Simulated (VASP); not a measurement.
Here is a VASP 6.6.1 calculation.

The input INCAR:

```
PREC = Accurate
ENCUT = 520
EDIFF = 1E-6
ISMEAR = -1
SIGMA = 0.1
LREAL = F
LASPH = T
NELM = 80
ALGO = Normal
ISIF = 2
LWAVE = F
LCHARG = F
GGA = RE
NBANDS = 12
```

File KPOINTS:

```
regular mesh
0
Gamma
  15 15 15
```

File POSCAR:

```
Mn
1.0
    2.2973690587      0.0000000000      0.0000000000
    0.0000000000      2.2973690587      0.0000000000
    0.0000000000      0.0000000000      2.2973690587
Mn
1
Direct
    0.0000000000      0.0000000000      0.0000000000
```

Potentials or basis: VASP PAW PBE potentials, release 64 (Mn_pv).

The run is started by

```sh
$ cat potpaw_PBE.64/Mn_pv/POTCAR > POTCAR
$ mpirun -np 1 vasp_std > vasp.out
```

Q: Predict the pressure.

A: 0.2 GPa.

Caveat: the PAW data sets were made with another functional, which shifts forces and pressure a little; the run has no spin polarisation, though such a crystal can be magnetic. Spin polarisation is off, so any magnetic state and its effect on volume and gap are missing.
